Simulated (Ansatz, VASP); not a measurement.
## GeCl3: VASP beside Ansatz

```
CELL_PARAMETERS angstrom
2.80081 0.00000 0.00000
0.00000 2.80081 0.00000
0.00000 0.00000 12.99740
ATOMIC_POSITIONS crystal
Ge 0.00000 0.00000 0.00000
Cl 0.00000 0.00000 0.19539
Cl 0.00000 0.00000 0.50000
Cl 0.00000 0.00000 0.80461
```

Change from the starting cell: species swapped into the Sb3Au type (P4/mmm, No. 123).

Alike in both runs: functional PBE; k mesh 6 × 6 × 2; occupations gaussian, width 0.1 eV; no spin polarisation.

Ansatz relaxed the structure, and its values are those at the end. VASP's run is a single point on that final structure, the one shown.

|  | VASP | Ansatz |
| --- | --- | --- |
| version | VASP 6.6.1 | Ansatz 0.2.0 |
| potentials or method | VASP PAW PBE potentials, release 64 (Ge_d, Cl), cutoff 520 eV | scalar-relativistic, plane waves, PAW |
| valence electrons in the cell | 35 | 35 |

```tsv
	VASP	Ansatz	Ansatz less VASP
gap on the k mesh at the Fermi level (eV)	none	none	-
pressure (GPa)	0.0	0.1	+0.05
rms of the force components (eV/Å)	0.003	0.001	-0.0019
```

A gap of «none» marks a metal or a gap that the smearing closes.

The k mesh is coarse, so the values compare programs but aren't converged.
